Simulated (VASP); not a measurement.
Crystal: TlGe.

```
CELL_PARAMETERS angstrom
3.72777 0.00000 0.00000
0.00000 3.72777 0.00000
0.00000 0.00000 7.89928
ATOMIC_POSITIONS crystal
Tl 0.00000 0.50000 0.34488
Tl 0.50000 0.00000 0.65512
Ge 0.00000 0.00000 0.00000
Ge 0.50000 0.50000 0.00000
```

```yaml
Program: VASP 6.6.1
Task: relaxation of cell and atoms
Functional: PBE
Potentials_or_basis: VASP PAW PBE potentials, release 64 (Tl_d, Ge_d)
Cutoff: 600 eV
k_mesh: 6 × 6 × 2
Occupations: gaussian, width 0.1 eV
Spin: no spin polarisation
```

At the start: pressure 0.2 GPa; volume 27.44 Å³/atom.

Task: How do energy, volume and symmetry change on relaxing?

Result: Over 7 steps the energy falls by 8.3 meV/atom and the volume is 28.26 Å³/atom (+3.0 %); space group P4/nmm (No. 129, to 0.1 Å) before and after.

The path:
| step | energy change (eV) | largest force (eV/Å) | pressure (GPa) | volume (Å³) |
| --- | --- | --- | --- | --- |
| 1 | 0.0000 | 0.2084 | 0.18 | 109.77 |
| 2 | -0.0046 | 0.1967 | 0.07 | 110.25 |
| 3 | -0.0155 | 0.1673 | -0.20 | 111.71 |
| 4 | -0.0254 | 0.1228 | -0.62 | 114.67 |
| 5 | -0.0299 | 0.0852 | -0.37 | 114.08 |
| 6 | -0.0331 | 0.0023 | 0.20 | 112.86 |
| 7 | -0.0332 | 0.0127 | 0.11 | 113.05 |

Final structure:
```cif
data_structure
_symmetry_space_group_name_H-M 'P 1'
_symmetry_Int_Tables_number 1
_cell_length_a 3.7372
_cell_length_b 3.7372
_cell_length_c 8.0938
_cell_angle_alpha 90.000
_cell_angle_beta 90.000
_cell_angle_gamma 90.000
_cell_volume 113.05
loop_
_atom_site_label
_atom_site_type_symbol
_atom_site_fract_x
_atom_site_fract_y
_atom_site_fract_z
_atom_site_occupancy
Tl1 Tl 0.00000 0.50000 0.32775 1
Tl2 Tl 0.50000 0.00000 0.67225 1
Ge1 Ge 0.00000 0.00000 0.00000 1
Ge2 Ge 0.50000 0.50000 0.00000 1
```

Caveat: the k points lie up to 0.39 Å⁻¹ apart in the final cell, too coarse for converged energies and pressures of a metal.
